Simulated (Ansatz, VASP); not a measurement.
This is a calculation of MgS for VASP 6.6.1.

The input POSCAR:

```
MgS
1.0
    0.0000000000      2.6016500000      2.6016500000
    2.6016500000      0.0000000000      2.6016500000
    2.6016500000      2.6016500000      0.0000000000
S Mg
1 1
Direct
    0.5000000000      0.5000000000      0.5000000000
    0.0000000000      0.0000000000      0.0000000000
```

INCAR.step1

```
SYSTEM = MgS
  PREC = Accurate
  ENCUT = 520
  EDIFF = 1E-5
  ISMEAR = -1
  SIGMA = 0.05
  LREAL = .FALSE.
  LASPH = .TRUE.
  NELM = 100
  ALGO = Normal
  ISIF = 2
  LWAVE = .TRUE.
  LCHARG = .FALSE.
  NBANDS = 11
  GGA = PE
```

Contents of INCAR.step2:

```
SYSTEM = MgS
  PREC = Accurate
  ENCUT = 520
  EDIFF = 1E-6
  ISMEAR = -1
  SIGMA = 0.05
  LREAL = .FALSE.
  LASPH = .TRUE.
  NELM = 100
  ALGO = Normal
  ISIF = 2
  LWAVE = .FALSE.
  LCHARG = .FALSE.
  METAGGA = R2SCAN
  LHFCALC = .TRUE.
  AEXX = 0.15
  LMIXTAU = .TRUE.
  PRECFOCK = Normal
  NBANDS = 11
  ISTART = 1
```

File KPOINTS:

```
regular mesh
0
G
  5 5 5
  0 0 0
```

Potentials or basis: VASP PAW PBE potentials, release 64 (S, Mg).

The run is started by

```sh
$ cat potpaw_PBE.64/S/POTCAR potpaw_PBE.64/Mg/POTCAR > POTCAR
$ cp INCAR.step1 INCAR
$ mpirun -np 1 vasp_std > vasp.out
$ cp INCAR.step2 INCAR
$ mpirun -np 1 vasp_std > vasp.out
```

Task: Set up the same calculation for Ansatz 0.2.0. Potentials there: Ansatz PAW.

Result: As run (the cutoff follows the program's own potentials):

input.yaml

```yaml
crystal:
  lattice:
    - [0.0, 2.60165, 2.60165]
    - [2.60165, 0.0, 2.60165]
    - [2.60165, 2.60165, 0.0]
  atoms:
    - { symbol: S, position: [0.5, 0.5, 0.5] }
    - { symbol: Mg, position: [0.0, 0.0, 0.0] }
hamiltonian:
  xc: { exchange: r2scan, correlation: r2scan, exx: { coeff: 0.15 } }
  pseudopotentials: { kind: paw }
kpoints:
  mp_grid: { grid: [5, 5, 5] }
scf:
  occupations: { method: fermi_dirac, width: 0.05 }
output:
  forces: true
  stress: true
  eigenvalues: true
```

Potentials or basis: Ansatz PAW.

Run with:

```bash
$ ansatz run input.yaml --threads 2 --pin off --max-ram 5632MiB --backend cpu --events-out ev --progress --plain --runs-dir out
```

Both were run:

|  | VASP | Ansatz | Ansatz less VASP |
| --- | --- | --- | --- |
| gap on the k mesh at the Fermi level (eV) | 4.75 | 4.79 | +0.034 |
| least direct gap on the mesh (eV) | 5.49 | 5.51 | +0.019 |
| pressure (GPa) | -0.9 | -0.4 | +0.49 |

VASP's potentials were made for PBE, not for r2SCAN-based global hybrid. VASP's potentials hold 8 valence electrons a cell and Ansatz's 16, so a difference there can come from the potentials and not from the codes.

Noted on Ansatz's run: odd divisions of the mesh miss points on the zone boundary, where band edges often lie, so the gap on the mesh can be too wide.
